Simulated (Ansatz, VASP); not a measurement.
GaN: VASP beside Ansatz

File INCAR:

```
ALGO = Normal
EDIFF = 1E-6
ENCUT = 600
GGA = LIBXC
GGA_COMPAT = False
ISIF = 2
ISMEAR = -1
LASPH = True
LCHARG = True
LELF = True
LIBXC1 = GGA_X_B88
LIBXC2 = GGA_C_PBE
LREAL = False
LVHAR = True
LWAVE = False
NBANDS = 26
NELM = 120
PREC = Accurate
SIGMA = 0.05
```

Contents of KPOINTS:

```
k-points
0
Gamma
  10 10 5
```

Contents of POSCAR:

```
GaN
1.0
    3.2218469041      0.0000000000      0.0000000000
   -1.6109234521      2.7902012661      0.0000000000
    0.0000000000      0.0000000000      5.2339814801
Ga N
2 2
Direct
    0.6666666667      0.3333333333      0.5000000000
    0.3333333333      0.6666666667      0.0000000000
    0.6666666667      0.3333333333      0.8750000000
    0.3333333333      0.6666666667      0.3750000000
```

File input.yaml:

```yaml
crystal:
  lattice:
    - [3.2218469041, 0.0, 0.0]
    - [-1.6109234521, 2.7902012661, 0.0]
    - [0.0, 0.0, 5.2339814801]
  atoms:
    - { symbol: Ga, position: [0.6666666667, 0.3333333333, 0.5] }
    - { symbol: Ga, position: [0.3333333333, 0.6666666667, 0.0] }
    - { symbol: "N", position: [0.6666666667, 0.3333333333, 0.875] }
    - { symbol: "N", position: [0.3333333333, 0.6666666667, 0.375] }
hamiltonian:
  xc: { exchange: b88, correlation: pbe }
  pseudopotentials: { kind: paw }
kpoints:
  mp_grid: { grid: [10, 10, 5] }
scf:
  occupations: { method: fermi_dirac, width: 0.05 }
output:
  forces: true
  stress: true
  eigenvalues: true
```

Alike in both runs: task single point; functional b88 exchange, pbe correlation; k mesh 10 × 10 × 5; occupations fermi-dirac, width 0.05 eV; no spin polarisation.

|  | VASP | Ansatz |
| --- | --- | --- |
| version | VASP 6.6.1 | Ansatz 0.2.0 |
| potentials or method | VASP PAW PBE potentials, release 64 (Ga_d, N) | Ansatz PAW |
| plane-wave cutoff (eV) | 600 | 420 |
| valence electrons in the cell | 36 | 36 |

```tsv
	VASP	Ansatz	Ansatz less VASP
gap on the k mesh at the Fermi level (eV)	1.71	1.69	-0.017
least direct gap on the mesh (eV)	1.71	1.69	-0.017
pressure (GPa)	-0.6	-0.4	+0.11
traceless stress, the component that is largest in VASP (GPa)	1.23	1.23	-0.008
rms of the force components (eV/Å)	0.072	0.072	+0.0006
```

VASP's potentials were made for PBE, not for b88 exchange, pbe correlation. Atom by atom the forces differ by 0.001 eV/Å (rms over components). With one functional, cell and mesh, what is left measures potentials, basis and numerics.

Noted on Ansatz's run: odd divisions of the mesh miss points on the zone boundary, where band edges often lie, so the gap on the mesh can be too wide.
